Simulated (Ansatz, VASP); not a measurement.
**C: VASP beside Ansatz**

Contents of INCAR:

```
SYSTEM = C
AGGAC    = 1.0          
AGGAX    = 1.0          
ALDAC    = 0.0          
ALDAX    = 1.0          
ALGO     = Normal         ! electronic algorithm
EDIFF    = 1E-6           ! SCF threshold, eV
ENCUT    = 600            ! plane-wave cutoff, eV
GGA      = B5             ! functional
GGA_COMPAT= .False.      
ISIF     = 2              ! what is computed and relaxed
ISMEAR   = 1              ! smearing method
LASPH    = .True.         ! aspherical terms in the spheres
LCHARG   = .True.         ! write CHGCAR
LELF     = .True.         ! ELF
LREAL    = .False.        ! projectors in reciprocal space
LVHAR    = .True.       
LWAVE    = .False.        ! write WAVECAR
NBANDS   = 16             ! bands
NELM     = 120            ! most SCF steps
PREC     = Accurate       ! precision mode
SIGMA    = 0.05           ! smearing width, eV
```

Contents of KPOINTS:

```
k-points
0
Gamma
  10 10 10
  0 0 0
```

Contents of POSCAR:

```
C
1.0
    8.4041290000      0.0000000000      0.0000000000
    8.0422227758      2.4396797070      0.0000000000
    8.0422227758      1.1929969621      2.1280966429
C
4
Direct
    0.9128300000      0.9128300000      0.9128300000
    0.2461500000      0.2461500000      0.2461500000
    0.7538500000      0.7538500000      0.7538500000
    0.0871700000      0.0871700000      0.0871700000
```

Input for Ansatz:

```yaml
crystal:
  lattice:
    a: 8.404129
    b: 8.404129
    c: 8.404129
    alpha: 16.87564
    beta: 16.87564
    gamma: 16.87564
  atoms:
    - { symbol: C, position: [0.91283, 0.91283, 0.91283] }
    - { symbol: C, position: [0.24615, 0.24615, 0.24615] }
    - { symbol: C, position: [0.75385, 0.75385, 0.75385] }
    - { symbol: C, position: [0.08717, 0.08717, 0.08717] }
kpoints:
  mp_grid:
    grid: [10, 10, 10]
hamiltonian:
  xc: blyp
scf:
  occupations:
    method: cold
    width: 0.05
output:
  stress: true
```

Alike in both runs: task single point; functional BLYP; k mesh 10 × 10 × 10; no spin polarisation.

|  | VASP | Ansatz |
| --- | --- | --- |
| version | VASP 6.6.1 | Ansatz 0.2.0 |
| potentials or method | VASP PAW PBE potentials, release 64 (C) | plane waves, PAW |
| plane-wave cutoff (eV) | 600 | 420 |
| occupations | methfessel-paxton of order 1, width 0.05 eV | cold, width 0.05 eV |
| valence electrons in the cell | 16 | 16 |

```csv
,VASP,Ansatz,Ansatz less VASP
pressure (GPa),2.0,2.1,+0.07
"traceless stress, the component that is largest in VASP (GPa)",-1.36,-1.19,+0.173
```

VASP's potentials were made for PBE, not for BLYP.
